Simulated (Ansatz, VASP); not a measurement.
KBr: VASP beside Ansatz

```
K Br
1.0
     4.04350    0.10614    0.00000
     0.10614    4.04350    0.00000
     0.00000    0.00000    4.04350
K Br
1 1
Cartesian
  0.0000 0.0000 0.0000
  2.0748 2.0748 2.0217
```

Change from the starting cell: strain +0.0525 x Voigt [0, 0, 0, 0, 0, 1], atoms carried along.

Alike in both runs: task single point; functional LDA; k mesh 6 × 6 × 6; occupations gaussian, width 0.05 eV; no spin polarisation.

```csv
,VASP,Ansatz
version,VASP 6.6.1,Ansatz 0.2.0
potentials or method,"VASP PAW LDA potentials, release 64 (K_sv, Br), cutoff 520 eV","scalar-relativistic, plane waves, PAW"
valence electrons in the cell,16,16
```

|  | VASP | Ansatz | Ansatz less VASP |
| --- | --- | --- | --- |
| gap on the k mesh at the Fermi level (eV) | 3.49 | 3.48 | -0.010 |
| least direct gap on the mesh (eV) | 3.72 | 3.71 | -0.010 |
| pressure (GPa) | -2.6 | -2.6 | -0.04 |
| traceless stress, the component that is largest in VASP (GPa) | -0.07 | -0.06 | +0.009 |

LDA's correlation is that of Perdew and Zunger in VASP and of Perdew and Wang (1992) in Ansatz.
